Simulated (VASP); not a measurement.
# BaZrO3 (Pm-3m) in VASP: notebook

The runs below take BaZrO3 through relaxation of cell and atoms, single point, with PBEsol.

Everything below comes from runs of VASP 6.6.1. Logs are shortened: lines on timing, memory, paths and dates and some standing lists are left out, and cuts for length are marked.

### 1 The cell of the first run

It takes space group Pm-3m (No. 221, cubic). Conventional cell: a = 4.181 Å, b = 4.181 Å, c = 4.181 Å, α = 90.00°, β = 90.00°, γ = 90.00°. Within 3.9 Å of Ba (site symmetry m-3m) lie 12 O at 2.96 Å and 8 Zr at 3.62 Å. Within 2.8 Å of Zr (site symmetry m-3m) lie 6 O at 2.09 Å. O (site symmetry 4/mmm) has 2 Zr at 2.09 Å within 2.8 Å.

### 2 Relaxation of cell and atoms, PBEsol, target pressure 4 GPa, at which the enthalpy is minimised

Contents of INCAR:

```
SYSTEM = BaZrO3
ALGO = Normal ; EDIFF = 1E-7
EDIFFG = -0.002 ; ENCUT = 600
GGA = PS ; IBRION = 2
ISIF = 3 ; ISMEAR = 0
LASPH = .TRUE. ; LCHARG = .FALSE.
LREAL = .FALSE. ; LWAVE = .FALSE.
NELM = 60 ; NSW = 100
PREC = Accurate ; PSTRESS = 40.0
SIGMA = 0.01
```

Contents of KPOINTS:

```
k-points
0
G
  4 4 4
  0 0 0
```

Contents of POSCAR:

```
BaZrO3
1.0
    4.1806150114      0.0000000000      0.0000000000
    0.0000000000      4.1806150114      0.0000000000
    0.0000000000      0.0000000000      4.1806150114
Ba Zr O
1 1 3
Direct
    0.0000000000      0.0000000000      0.0000000000
    0.5000000000      0.5000000000      0.5000000000
    0.0000000000      0.5000000000      0.5000000000
    0.5000000000      0.0000000000      0.5000000000
    0.5000000000      0.5000000000      0.0000000000
```

Potentials or basis: VASP PAW PBE potentials, release 64 (Ba_sv, Zr_sv, O).

Run with:

```sh
$ cat potpaw_PBE.64/Ba_sv/POTCAR potpaw_PBE.64/Zr_sv/POTCAR potpaw_PBE.64/O/POTCAR > POTCAR
$ mpirun -np 1 vasp_std > vasp.out
```

OUTCAR:

```text
SYSTEM = BaZrO3
   EDIFF = 1E-7
   EDIFFG = -0.002
   ENCUT = 600
   GGA = PS
   IBRION = 2
   ISIF = 3
   ISMEAR = 0
   LASPH = .TRUE.
   LREAL = .FALSE.
   NELM = 60
   NSW = 100
   PREC = Accurate
   PSTRESS = 40.0

 ion  position               nearest neighbor table
   1  0.000  0.000  0.000-   3 2.96   4 2.96   5 2.96   3 2.96   4 2.96   3 2.96   5 2.96   3 2.96
                             4 2.96   5 2.96   4 2.96   5 2.96   2 3.62   2 3.62   2 3.62   2 3.62
   2  0.500  0.500  0.500-   3 2.09   4 2.09   5 2.09   5 2.09   4 2.09   3 2.09   1 3.62   1 3.62
                             1 3.62   1 3.62   1 3.62   1 3.62   1 3.62   1 3.62
   3  0.000  0.500  0.500-   2 2.09   2 2.09   1 2.96   1 2.96   1 2.96   1 2.96
   4  0.500  0.000  0.500-   2 2.09   2 2.09   1 2.96   1 2.96   1 2.96   1 2.96
   5  0.500  0.500  0.000-   2 2.09   2 2.09   1 2.96   1 2.96   1 2.96   1 2.96

  LATTYP: Found a simple cubic cell.
 ALAT       =     4.1806150114

  Lattice vectors:

 A1 = (   4.1806150114,   0.0000000000,   0.0000000000)
 A2 = (   0.0000000000,   4.1806150114,   0.0000000000)
 A3 = (   0.0000000000,   0.0000000000,   4.1806150114)

Analysis of symmetry for initial positions (statically):
=====================================================================
 Subroutine PRICEL returns:
 Original cell was already a primitive cell.

 Routine SETGRP: Setting up the symmetry group for a
 simple cubic supercell.

 Subroutine GETGRP returns: Found 48 space group operations
 (whereof 48 operations were pure point group operations)
 out of a pool of 48 trial point group operations.

The static configuration has the point symmetry O_h .

Analysis of symmetry for dynamics (positions and initial velocities):
=====================================================================
 Subroutine PRICEL returns:
 Original cell was already a primitive cell.

 Routine SETGRP: Setting up the symmetry group for a
 simple cubic supercell.

 Subroutine GETGRP returns: Found 48 space group operations
 (whereof 48 operations were pure point group operations)
 out of a pool of 48 trial point group operations.

The dynamic configuration has the point symmetry O_h .

 Subroutine INISYM returns: Found 48 space group operations
 (whereof 48 operations are pure point group operations),
 and found     1 'primitive' translations

----------------------------------------------------------------------------------------

                                     Primitive cell

  volume of cell :      73.0669

  direct lattice vectors                    reciprocal lattice vectors
     4.180615011  0.000000000  0.000000000     0.239199256  0.000000000  0.000000000
     0.000000000  4.180615011  0.000000000     0.000000000  0.239199256  0.000000000
     0.000000000  0.000000000  4.180615011     0.000000000  0.000000000  0.239199256

  length of vectors
     4.180615011  4.180615011  4.180615011     0.239199256  0.239199256  0.239199256

  position of ions in fractional coordinates (direct lattice)
     0.000000000  0.000000000  0.000000000
     0.500000000  0.500000000  0.500000000
     0.000000000  0.500000000  0.500000000
     0.500000000  0.000000000  0.500000000
     0.500000000  0.500000000  0.000000000

  ion indices of the primitive-cell ions
   primitive index   ion index
                 1           1
                 2           2
                 3           3
                 4           4
                 5           5

----------------------------------------------------------------------------------------

 KPOINTS: k-points

Automatic generation of k-mesh.
 Grid dimensions read from file:
 generate k-points for:    4    4    4

 Generating k-lattice:

  Cartesian coordinates                     Fractional coordinates (reciprocal lattice)
     0.059799814  0.000000000  0.000000000     0.250000000  0.000000000  0.000000000
     0.000000000  0.059799814  0.000000000     0.000000000  0.250000000  0.000000000
     0.000000000  0.000000000  0.059799814     0.000000000  0.000000000  0.250000000

  Length of vectors
     0.059799814  0.059799814  0.059799814

  Shift w.r.t. Gamma in fractional coordinates (k-lattice)
     0.000000000  0.000000000  0.000000000

 Subroutine IBZKPT returns following result:
 ===========================================

 Found     10 irreducible k-points:

 Following reciprocal coordinates:
            Coordinates               Weight
  0.000000  0.000000  0.000000      1.000000
  0.250000  0.000000  0.000000      6.000000
  0.500000  0.000000  0.000000      3.000000
  0.250000  0.250000  0.000000     12.000000
  0.500000  0.250000  0.000000     12.000000
  0.500000  0.500000  0.000000      3.000000
  0.250000  0.250000  0.250000      8.000000
  0.500000  0.250000  0.250000     12.000000
  0.500000  0.500000  0.250000      6.000000
  0.500000  0.500000  0.500000      1.000000
   k-points           NKPTS =     10   k-points in BZ     NKDIM =     10   number of bands    NBANDS=     24
   number of dos      NEDOS =    301   number of ions     NIONS =      5
   total plane-waves  NPLWV =  46656
   dimension x,y,z NGX =    36 NGY =   36 NGZ =   36
   dimension x,y,z NGXF=    72 NGYF=   72 NGZF=   72
   ions per type =               1   1   3
   NGX,Y,Z   is equivalent  to a cutoff of  14.32, 14.32, 14.32 a.u.
   NGXF,Y,Z  is equivalent  to a cutoff of  28.63, 28.63, 28.63 a.u.
 SYSTEM =  BaZrO3
   PREC   = accura    normal or accurate (medium, high low for compatibility)
   ISTART =      0    job   : 0-new  1-cont  2-samecut
   ICHARG =      2    charge: 1-file 2-atom 10-const
   ISPIN  =      1    spin polarized calculation?
   LNONCOLLINEAR =      F non collinear calculations
   LSORBIT =      F    spin-orbit coupling
   LASPH  =      T    aspherical Exc in radial PAW
   ENCUT  =  600.0 eV  44.10 Ry    6.64 a.u.   8.35  8.35  8.35*2*pi/ulx,y,z
   NELM   =     60;   NELMIN=  2; NELMDL= -5     # of ELM steps
   EDIFF  = 0.1E-06   stopping-criterion for ELM
   LREAL  =      F    real-space projection
   EDIFFG = -.2E-02   stopping-criterion for IOM
   NSW    =    100    number of steps for IOM
   IBRION =      2    ionic relax: 0-MD 1-quasi-New 2-CG
   NFREE  =      1    steps in history (QN), initial steepest desc. (CG)
   ISIF   =      3    stress and relaxation
   ISYM   =      2    0-nonsym 1-usesym 2-fastsym
   POTIM  = 0.5000    time-step for ionic-motion
   TEBEG  =    0.0;   TEEND  =   0.0 temperature during run
   PSTRESS=   40.0 pullay stress
   NELECT =      40.0000    total number of electrons
   NUPDOWN=      -1.0000    fix difference up-down
   EMIN   =  10.00;   EMAX   =-10.00  energy-range for DOS
   EFERMI =   0.00;   METHOD = LEGACY
   ISMEAR =     0;   SIGMA  =   0.01  broadening in eV -4-tet -1-fermi 0-gaus
   EFERMI_NEDOS =   21; number of points for ismear=-14 and -15
   IALGO  =     38    algorithm
   IMIX   =      4    mixing-type and parameters
     AMIX     =   0.40;   BMIX     =  1.00
     AMIX_MAG =   1.60;   BMIX_MAG =  1.00
  volume/ion in A,a.u.               =      14.61        98.62
  Fermi-wavevector in a.u.,A,eV,Ry     =   1.339228  2.530775 24.402494  1.793533
  Thomas-Fermi vector in A             =   2.467637
   LORBIT       =      0    0 simple, 1 ext, 2 COOP (PROOUT), +10 PAW based schemes
   GGA     = PS    functional components
   LHFCALC =     F    Hartree Fock is set to
   AEXX    =    0.0000 exact exchange contribution
   IVDW    =     0    specifies the selected vdW correction
   LEPSILON=     F    determine dielectric tensor
   LRPA    =     F    only Hartree local field effects (RPA)
 conjugate gradient relaxation of ions
 non-spin polarized calculation
 Gauss-broadening in eV      SIGMA  =   0.01
  energy-cutoff  :      600.00
  volume of cell :       73.07
 maximum number of plane-waves:      2469
 NGX is ok and might be reduce to    36
   NGX = 17   NGY = 17   NGZ = 17

--------------------------------------- Ionic step        1  -------------------------------------------

 number of electron      40.0000005 magnetization

 Free energy of the ion-electron system (eV)
  ---------------------------------------------------
  ext. energy  EPLUGINS =         0.00000000
  ---------------------------------------------------
  free energy    TOTEN  =       -43.61677124 eV

  energy without entropy =      -43.61677124  energy(sigma->0) =      -43.61677124

------------------------ aborting loop because EDIFF is reached ----------------------------------------

  FORCE on cell =-STRESS in cart. coord.  units (eV):
  Direction    XX          YY          ZZ          XY          YZ          ZX
  --------------------------------------------------------------------------------------
  -------------------------------------------------------------------------------------
  Total        0.4878684      0.4878684      0.4878684     -0.0000000     -0.0000000      0.0000000
  in kB       10.6977581     10.6977581     10.6977581     -0.0000000     -0.0000000      0.0000000
  external PRESSURE =     -29.3022419 kB  Pullay stress =      40.0000000 kB

 VOLUME and BASIS-vectors are now :
 -----------------------------------------------------------------------------
  energy-cutoff  :      600.00
  volume of cell :       73.07
      direct lattice vectors                 reciprocal lattice vectors
     4.180615011  0.000000000  0.000000000     0.239199256  0.000000000  0.000000000
     0.000000000  4.180615011  0.000000000     0.000000000  0.239199256  0.000000000
     0.000000000  0.000000000  4.180615011     0.000000000  0.000000000  0.239199256
[... 52 lines left out ...]
  FREE ENERGIE OF THE ION-ELECTRON SYSTEM (eV)
  ---------------------------------------------------
  free  energy   TOTEN  =       -43.5385651884 eV

  energy  without entropy=      -43.5385651884  energy(sigma->0) =      -43.53856519

  enthalpy is  TOTEN    =       -41.7840306347 eV   P V=        1.7545345537

--------------------------------------- Ionic step        3  -------------------------------------------

 number of electron      39.9999994 magnetization

 Free energy of the ion-electron system (eV)
  ---------------------------------------------------
  ext. energy  EPLUGINS =         0.00000000
  ---------------------------------------------------
  free energy    TOTEN  =       -43.59771648 eV

  energy without entropy =      -43.59771648  energy(sigma->0) =      -43.59771648

 E-fermi :   3.9556     XC(G=0): -11.1461

 val. band max:        3.8132200883   @ k =   0.5000   0.5000   0.5000
 cond. band min:       6.9636588527   @ k =   0.0000   0.0000   0.0000
 fundamental gap:      3.1504387644
 Fermi energy:         3.9556082275

 k-point     1 :       0.0000    0.0000    0.0000
  band No.  band energies     occupation
      1     -42.9212      2.00000
      2     -21.3565      2.00000
      3     -21.1664      2.00000
      4     -21.1664      2.00000
      5     -21.1664      2.00000
      6     -12.5170      2.00000
[... 16 lines left out ...]
     23       6.9637      0.00000
     24       8.3823      0.00000
[... 263 lines left out ...]
 POSITION                                       TOTAL-FORCE (eV/Angst)
 -----------------------------------------------------------------------------------
      0.00000      0.00000      0.00000         0.000000      0.000000      0.000000
      2.07862      2.07862      2.07862        -0.000000      0.000000      0.000000
     -0.00000      2.07862      2.07862        -0.000000      0.000000      0.000000
      2.07862     -0.00000      2.07862         0.000000     -0.000000      0.000000
      2.07862      2.07862      0.00000         0.000000      0.000000      0.000000
 -----------------------------------------------------------------------------------
    total drift:                                0.000000      0.000000      0.000000

  FREE ENERGIE OF THE ION-ELECTRON SYSTEM (eV)
  ---------------------------------------------------
  free  energy   TOTEN  =       -43.5977164811 eV

  energy  without entropy=      -43.5977164811  energy(sigma->0) =      -43.59771648

  enthalpy is  TOTEN    =       -41.8039596771 eV   P V=        1.7937568040

 reached required accuracy - stopping structural energy minimisation
```

Run time: 34 s. Hardware: 1 thread of Intel Xeon 6975P-C (Granite Rapids), shared host; peak memory 0.23 GiB.

Results:

```yaml
Free_energy: -43.5977 eV
Relaxed_volume: 14.37 Å³/atom
Relaxed_cell: a = 4.157 Å, b = 4.157 Å, c = 4.157 Å, α = 90.00°, β = 90.00°, γ = 90.00°
Space_group_after_relaxing_to_0.05_Å: Pm-3m (No. 221)
Energy_change_on_relaxing_the_enthalpy_is_what_falls: +3.8 meV/atom
Ionic_steps: 3
Pressure_after_relaxing: 4.0 GPa
Band_gap_on_the_k_mesh: 3.15 eV, indirect (least direct gap 3.34 eV)
```

The path:
```csv
step,energy change (eV),largest force (eV/Å),pressure (GPa),volume (Å³)
1,0.0000,0.0000,1.07,73.07
2,0.0782,0.0000,8.16,70.28
3,0.0191,0.0000,3.99,71.85
```

Final structure:
```cif
data_structure
_symmetry_space_group_name_H-M 'P 1'
_symmetry_Int_Tables_number 1
_cell_length_a 4.1572
_cell_length_b 4.1572
_cell_length_c 4.1572
_cell_angle_alpha 90.000
_cell_angle_beta 90.000
_cell_angle_gamma 90.000
_cell_volume 71.85
loop_
_atom_site_label
_atom_site_type_symbol
_atom_site_fract_x
_atom_site_fract_y
_atom_site_fract_z
_atom_site_occupancy
Ba1 Ba 0.00000 0.00000 0.00000 1
Zr1 Zr 0.50000 0.50000 0.50000 1
O1 O 0.00000 0.50000 0.50000 1
O2 O 0.50000 0.00000 0.50000 1
O3 O 0.50000 0.50000 0.00000 1
```

Levels at points of the mesh, in eV from the valence-band top:
```
           k point  band 18  band 19  band 20  band 21  band 22  band 23
(0.00, 0.00, 0.00)    -0.19    -0.19    -0.19     3.15     3.15     3.15
(0.50, 0.00, 0.00)    -1.79    -0.41    -0.41     3.63     5.84     5.84
(0.50, 0.50, 0.00)    -0.94    -0.73    -0.08     5.81     5.81     6.55
(0.50, 0.50, 0.50)     0.00     0.00     0.00     6.00     6.00     6.00
```

Caveat: the cell is relaxed towards a set pressure, so the enthalpy falls and the energy may rise; the PAW data sets were made with another functional, which shifts forces and pressure a little; spin-orbit coupling is left out, which moves the levels of the heavy elements.

(Part 1 of 3 ends here.)
